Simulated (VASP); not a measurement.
# AlCu3 (Fm-3m) in VASP: further runs

The runs below take AlCu3 through single point, with LDA.

Program: VASP 6.6.1. These are calculated values, not measurements. Logs are shortened: lines on timing, memory, paths and dates and some standing lists are left out, and cuts for length are marked.

## (1) The cell of the first run

Symmetry: Fm-3m, No. 225, cubic system. Conventional cell: a = 5.699 Å, b = 5.699 Å, c = 5.699 Å, α = 90.00°, β = 90.00°, γ = 90.00°. Within 3.3 Å of Al (site symmetry m-3m) lie 14 Cu at 2.47 to 2.85 Å. Within 3.3 Å of Cu (site symmetry m-3m) lie 8 Cu at 2.47 Å and 6 Al at 2.85 Å. Cu (site symmetry -43m) has 4 Al at 2.47 Å and 10 Cu at 2.47 to 2.85 Å within 3.3 Å.

## (2) Single point, LDA

Contents of INCAR:

```
PREC = Accurate ; ENCUT = 520
EDIFF = 1E-6 ; ISMEAR = 0
SIGMA = 0.1 ; LREAL = F
LASPH = T ; NELM = 60
ALGO = Fast ; ISIF = 2
LWAVE = F ; LCHARG = F
GGA = CA ; NBANDS = 26
```

Contents of KPOINTS:

```
regular mesh
0
Gamma
  12 12 12
```

Contents of POSCAR:

```
AlCu3
1.0
    0.0000000000      2.8495682815      2.8495682815
    2.8495682815      0.0000000000      2.8495682815
    2.8495682815      2.8495682815      0.0000000000
Al Cu
1 3
Direct
    0.0000000000      0.0000000000      0.0000000000
    0.5000000000      0.5000000000      0.5000000000
    0.2500000000      0.2500000000      0.2500000000
    0.7500000000      0.7500000000      0.7500000000
```

Potentials or basis: VASP PAW LDA potentials, release 64 (Al, Cu).

Launch:

```bash
$ cat potpaw_LDA.64/Al/POTCAR potpaw_LDA.64/Cu/POTCAR > POTCAR
$ mpirun -np 1 vasp_std > vasp.out
```

OUTCAR:

```text
PREC = Accurate
   ENCUT = 520
   EDIFF = 1E-6
   ISMEAR = 0
   LREAL = F
   LASPH = T
   NELM = 60
   ISIF = 2
   GGA = CA

 ion  position               nearest neighbor table
   1  0.000  0.000  0.000-   4 2.47   4 2.47   4 2.47   3 2.47   4 2.47   3 2.47   3 2.47   3 2.47
                             2 2.85   2 2.85   2 2.85   2 2.85   2 2.85   2 2.85
   2  0.500  0.500  0.500-   3 2.47   3 2.47   3 2.47   3 2.47   4 2.47   4 2.47   4 2.47   4 2.47
                             1 2.85   1 2.85   1 2.85   1 2.85   1 2.85   1 2.85
   3  0.250  0.250  0.250-   1 2.47   1 2.47   1 2.47   1 2.47   2 2.47   2 2.47   2 2.47   2 2.47

   4  0.750  0.750  0.750-   2 2.47   2 2.47   2 2.47   1 2.47   2 2.47   1 2.47   1 2.47   1 2.47

  LATTYP: Found a face centered cubic cell.
 ALAT       =     5.6991365630

  Lattice vectors:

 A1 = (   0.0000000000,   2.8495682815,   2.8495682815)
 A2 = (   2.8495682815,   0.0000000000,   2.8495682815)
 A3 = (   2.8495682815,   2.8495682815,   0.0000000000)

Analysis of symmetry for initial positions (statically):
=====================================================================
 Subroutine PRICEL returns:
 Original cell was already a primitive cell.

 Routine SETGRP: Setting up the symmetry group for a
 face centered cubic supercell.

 Subroutine GETGRP returns: Found 48 space group operations
 (whereof 48 operations were pure point group operations)
 out of a pool of 48 trial point group operations.

The static configuration has the point symmetry O_h .

Analysis of symmetry for dynamics (positions and initial velocities):
=====================================================================
 Subroutine PRICEL returns:
 Original cell was already a primitive cell.

 Routine SETGRP: Setting up the symmetry group for a
 face centered cubic supercell.

 Subroutine GETGRP returns: Found 48 space group operations
 (whereof 48 operations were pure point group operations)
 out of a pool of 48 trial point group operations.

The dynamic configuration has the point symmetry O_h .

 Subroutine INISYM returns: Found 48 space group operations
 (whereof 48 operations are pure point group operations),
 and found     1 'primitive' translations

----------------------------------------------------------------------------------------

                                     Primitive cell

  volume of cell :      46.2772

  direct lattice vectors                    reciprocal lattice vectors
     0.000000000  2.849568281  2.849568281    -0.175465176  0.175465176  0.175465176
     2.849568281  0.000000000  2.849568281     0.175465176 -0.175465176  0.175465176
     2.849568281  2.849568281  0.000000000     0.175465176  0.175465176 -0.175465176

  length of vectors
     4.029898111  4.029898111  4.029898111     0.303914600  0.303914600  0.303914600

  position of ions in fractional coordinates (direct lattice)
     0.000000000  0.000000000  0.000000000
     0.500000000  0.500000000  0.500000000
     0.250000000  0.250000000  0.250000000
     0.750000000  0.750000000  0.750000000

  ion indices of the primitive-cell ions
   primitive index   ion index
                 1           1
                 2           2
                 3           3
                 4           4

----------------------------------------------------------------------------------------

 KPOINTS: regular mesh

Automatic generation of k-mesh.
 Grid dimensions read from file:
 generate k-points for:   12   12   12

 Generating k-lattice:

  Cartesian coordinates                     Fractional coordinates (reciprocal lattice)
    -0.014622098  0.014622098  0.014622098     0.083333333  0.000000000  0.000000000
     0.014622098 -0.014622098  0.014622098     0.000000000  0.083333333  0.000000000
     0.014622098  0.014622098 -0.014622098     0.000000000  0.000000000  0.083333333

  Length of vectors
     0.025326217  0.025326217  0.025326217

  Shift w.r.t. Gamma in fractional coordinates (k-lattice)
     0.000000000  0.000000000  0.000000000

 Subroutine IBZKPT returns following result:
 ===========================================

 Found     72 irreducible k-points:

 Following reciprocal coordinates:
            Coordinates               Weight
  0.000000  0.000000  0.000000      1.000000
  0.083333  0.000000  0.000000      8.000000
  0.166667  0.000000  0.000000      8.000000
  0.250000  0.000000  0.000000      8.000000
  0.333333  0.000000  0.000000      8.000000
  0.416667  0.000000  0.000000      8.000000
[... 16 lines left out ...]
  0.500000  0.166667  0.000000     24.000000
 -0.416667  0.166667  0.000000     24.000000
 [... further k-points ...]
   k-points           NKPTS =     72   k-points in BZ     NKDIM =     72   number of bands    NBANDS=     26
   number of dos      NEDOS =    301   number of ions     NIONS =      4
   total plane-waves  NPLWV =  27000
   dimension x,y,z NGX =    30 NGY =   30 NGZ =   30
   dimension x,y,z NGXF=    60 NGYF=   60 NGZF=   60
   ions per type =               1   3
   NGX,Y,Z   is equivalent  to a cutoff of  12.38, 12.38, 12.38 a.u.
   NGXF,Y,Z  is equivalent  to a cutoff of  24.75, 24.75, 24.75 a.u.
 SYSTEM =  unknown system
   PREC   = accura    normal or accurate (medium, high low for compatibility)
   ISTART =      0    job   : 0-new  1-cont  2-samecut
   ICHARG =      2    charge: 1-file 2-atom 10-const
   ISPIN  =      1    spin polarized calculation?
   LNONCOLLINEAR =      F non collinear calculations
   LSORBIT =      F    spin-orbit coupling
   LASPH  =      T    aspherical Exc in radial PAW
   ENCUT  =  520.0 eV  38.22 Ry    6.18 a.u.   7.49  7.49  7.49*2*pi/ulx,y,z
   NELM   =     60;   NELMIN=  2; NELMDL= -5     # of ELM steps
   EDIFF  = 0.1E-05   stopping-criterion for ELM
   LREAL  =      F    real-space projection
   EDIFFG = 0.1E-04   stopping-criterion for IOM
   NSW    =      0    number of steps for IOM
   IBRION =     -1    ionic relax: 0-MD 1-quasi-New 2-CG
   NFREE  =      0    steps in history (QN), initial steepest desc. (CG)
   ISIF   =      2    stress and relaxation
   ISYM   =      2    0-nonsym 1-usesym 2-fastsym
   POTIM  = 0.5000    time-step for ionic-motion
   TEBEG  =    0.0;   TEEND  =   0.0 temperature during run
   PSTRESS=    0.0 pullay stress
   NELECT =      36.0000    total number of electrons
   NUPDOWN=      -1.0000    fix difference up-down
   EMIN   =  10.00;   EMAX   =-10.00  energy-range for DOS
   EFERMI =   0.00;   METHOD = LEGACY
   ISMEAR =     0;   SIGMA  =   0.10  broadening in eV -4-tet -1-fermi 0-gaus
   EFERMI_NEDOS =   21; number of points for ismear=-14 and -15
   IALGO  =     68    algorithm
   IMIX   =      4    mixing-type and parameters
     AMIX     =   0.40;   BMIX     =  1.00
     AMIX_MAG =   1.60;   BMIX_MAG =  1.00
  volume/ion in A,a.u.               =      11.57        78.07
  Fermi-wavevector in a.u.,A,eV,Ry     =   1.505636  2.845239 30.843580  2.266939
  Thomas-Fermi vector in A             =   2.616459
   LORBIT       =      0    0 simple, 1 ext, 2 COOP (PROOUT), +10 PAW based schemes
   GGA     = CA    functional components
   LHFCALC =     F    Hartree Fock is set to
   AEXX    =    0.0000 exact exchange contribution
   IVDW    =     0    specifies the selected vdW correction
   LEPSILON=     F    determine dielectric tensor
   LRPA    =     F    only Hartree local field effects (RPA)
 non-spin polarized calculation
 RMM-DIIS sequential band-by-band and
 Gauss-broadening in eV      SIGMA  =   0.10
  energy-cutoff  :      520.00
  volume of cell :       46.28
 maximum number of plane-waves:      1283
 NGX is ok and might be reduce to    30
   NGX = 15   NGY = 15   NGZ = 15

 number of electron      36.0000031 magnetization

 Free energy of the ion-electron system (eV)
  ---------------------------------------------------
  ext. energy  EPLUGINS =         0.00000000
  ---------------------------------------------------
  free energy    TOTEN  =       -19.05428071 eV

  energy without entropy =      -19.04950083  energy(sigma->0) =      -19.05189077

 E-fermi :   8.9659     XC(G=0): -12.8536

 val. band max:        8.9370896854   @ k =   0.3333   0.2500   0.0833
 cond. band min:       8.9720039494   @ k =  -0.1667   0.1667   0.0000
 fundamental gap:      0.0349142640
 Fermi energy:         8.9658820752

 k-point     1 :       0.0000    0.0000    0.0000
  band No.  band energies     occupation
      1      -1.9223      2.00000
      2       3.9988      2.00000
      3       3.9988      2.00000
      4       4.1052      2.00000
      5       4.1052      2.00000
      6       4.1052      2.00000
[... 18 lines left out ...]
     25      15.9378      0.00000
     26      15.9378      0.00000

 k-point     2 :       0.0833    0.0000    0.0000
  band No.  band energies     occupation
      1      -1.8230      2.00000
      2       3.9746      2.00000
      3       3.9746      2.00000
      4       4.0658      2.00000
      5       4.1738      2.00000
      6       4.1738      2.00000
[... 18 lines left out ...]
     25      15.6515      0.00000
     26      15.8923      0.00000

 k-point     3 :       0.1667    0.0000    0.0000
  band No.  band energies     occupation
      1      -1.5277      2.00000
      2       3.9524      2.00000
      3       3.9685      2.00000
      4       3.9685      2.00000
      5       4.3048      2.00000
      6       4.3048      2.00000
[... 18 lines left out ...]
     25      15.5509      0.00000
     26      16.3349      0.00000

 k-point     4 :       0.2500    0.0000    0.0000
  band No.  band energies     occupation
      1      -1.0435      2.00000
      2       3.7172      2.00000
      3       4.0032      2.00000
      4       4.0032      2.00000
      5       4.4488      2.00000
      6       4.4488      2.00000
[... 18 lines left out ...]
     25      16.3382      0.00000
     26      17.3355      0.00000
[... 496 lines left out ...]
      1       0.1861      2.00000
      2       2.9725      2.00000
      3       3.9237      2.00000
      4       4.3176      2.00000
      5       4.3682      2.00000
      6       4.5645      2.00000
[... 18 lines left out ...]
     25      19.7160      0.00000
     26      20.7652      0.00000

 k-point    23 :       0.5000    0.1667    0.0000
  band No.  band energies     occupation
      1       0.9913      2.00000
      2       2.2574      2.00000
      3       3.8727      2.00000
      4       4.3308      2.00000
      5       4.3632      2.00000
      6       4.6112      2.00000
[... 18 lines left out ...]
     25      19.6964      0.00000
     26      21.1680      0.00000

 k-point    24 :      -0.4167    0.1667    0.0000
  band No.  band energies     occupation
      1       1.2416      2.00000
      2       2.0244      2.00000
      3       3.8988      2.00000
      4       4.2670      2.00000
      5       4.3456      2.00000
      6       4.6378      2.00000
[... 18 lines left out ...]
     25      18.3555      0.00000
     26      19.6473      0.00000

 [... further k-points ...]
[... 5 lines left out ...]
  --------------------------------------------------------------------------------------
  -------------------------------------------------------------------------------------
  Total        0.1865458      0.1865458      0.1865458     -0.0000000     -0.0000000     -0.0000000
  in kB        6.4584597      6.4584597      6.4584597     -0.0000000     -0.0000000     -0.0000000
  external PRESSURE =       6.4584597 kB  Pullay stress =       0.0000000 kB

 VOLUME and BASIS-vectors are now :
 -----------------------------------------------------------------------------
  energy-cutoff  :      520.00
  volume of cell :       46.28
      direct lattice vectors                 reciprocal lattice vectors
     0.000000000  2.849568281  2.849568281    -0.175465176  0.175465176  0.175465176
     2.849568281  0.000000000  2.849568281     0.175465176 -0.175465176  0.175465176
     2.849568281  2.849568281  0.000000000     0.175465176  0.175465176 -0.175465176

 POSITION                                       TOTAL-FORCE (eV/Angst)
 -----------------------------------------------------------------------------------
      0.00000      0.00000      0.00000         0.000000     -0.000000      0.000000
      2.84957      2.84957      2.84957         0.000000     -0.000000      0.000000
      1.42478      1.42478      1.42478         0.000000      0.000000      0.000000
      4.27435      4.27435      4.27435        -0.000000     -0.000000     -0.000000
 -----------------------------------------------------------------------------------
    total drift:                                0.000000     -0.000000      0.000000

  FREE ENERGIE OF THE ION-ELECTRON SYSTEM (eV)
  ---------------------------------------------------
  free  energy   TOTEN  =       -19.0542807080 eV

  energy  without entropy=      -19.0495008304  energy(sigma->0) =      -19.05189077
```

Run time: 47 s. Hardware: 1 thread of Intel Xeon 6975P-C (Granite Rapids), shared host; peak memory 0.19 GiB.

What came out:

| Item | Value |
| --- | --- |
| Free energy | -19.0543 eV |
| Pressure | 0.6 GPa |
| Band gap on the k mesh | zero (band 18 reaches 12.81 eV, above the bottom of band 19 at 6.78 eV) |

Levels at points of the mesh, in eV from the Fermi level:
| k point | band 15 | band 16 | band 17 | band 18 | band 19 | band 20 | band 21 | band 22 |
| --- | --- | --- | --- | --- | --- | --- | --- | --- |
| (0.00, 0.00, 0.00) | -2.60 | -2.60 | 3.84 | 3.84 | 3.84 | 4.32 | 4.32 | 4.32 |
| (0.50, 0.00, 0.00) | -2.56 | -2.56 | -2.25 | 2.74 | 2.74 | 3.05 | 3.05 | 3.80 |
| (0.50, 0.50, 0.00) | -2.47 | -2.41 | -2.22 | -2.22 | -2.19 | 2.09 | 2.51 | 11.12 |

## (3) Single point, LDA

Contents of INCAR:

```
SYSTEM = AlCu3
ALGO = Normal
EDIFF = 1E-7
ENCUT = 520
GGA = CA
ISIF = 2
ISMEAR = -1
LASPH = .TRUE.
LCHARG = .TRUE.
LELF = .TRUE.
LREAL = .FALSE.
LVHAR = .TRUE.
LWAVE = .FALSE.
NBANDS = 26
NELM = 80
PREC = Accurate
SIGMA = 0.15
```

Contents of KPOINTS:

```
k-points
0
G
  12 12 12
  0 0 0
```

Contents of POSCAR:

```
AlCu3
1.0
    0.0000000000      2.8500014746      2.8500014746
    2.8500014746      0.0000000000      2.8500014746
    2.8500014746      2.8500014746      0.0000000000
Al Cu
1 3
Direct
    0.0000000000      0.0000000000      0.0000000000
    0.5000000000      0.5000000000      0.5000000000
    0.2500000000      0.2500000000      0.2500000000
    0.7500000000      0.7500000000      0.7500000000
```

Potentials or basis: VASP PAW LDA potentials, release 64 (Al, Cu).

Launch:

```bash
$ cat potpaw_LDA.64/Al/POTCAR potpaw_LDA.64/Cu/POTCAR > POTCAR
$ mpirun -np 1 vasp_std > vasp.out
```

Wall time 44 s (1 thread of Intel Xeon 6975P-C (Granite Rapids), shared host); peak memory 0.2 GiB.

It converged, with:

```
Free energy            : -19.0882 eV
Pressure               : 0.7 GPa
Band gap on the k mesh : zero (band 18 reaches 12.80 eV, above the bottom of band 19 at 6.77 eV)
```

Levels at points of the mesh, in eV from the Fermi level:
```
           k point  band 15  band 16  band 17  band 18  band 19  band 20  band 21  band 22
(0.00, 0.00, 0.00)    -2.67    -2.67     3.79     3.79     3.79     4.26     4.26     4.26
(0.50, 0.00, 0.00)    -2.62    -2.62    -2.31     2.68     2.68     2.99     2.99     3.74
(0.50, 0.50, 0.00)    -2.53    -2.47    -2.28    -2.28    -2.25     2.03     2.45    11.06
```

(Continued in part 2 of 2.)
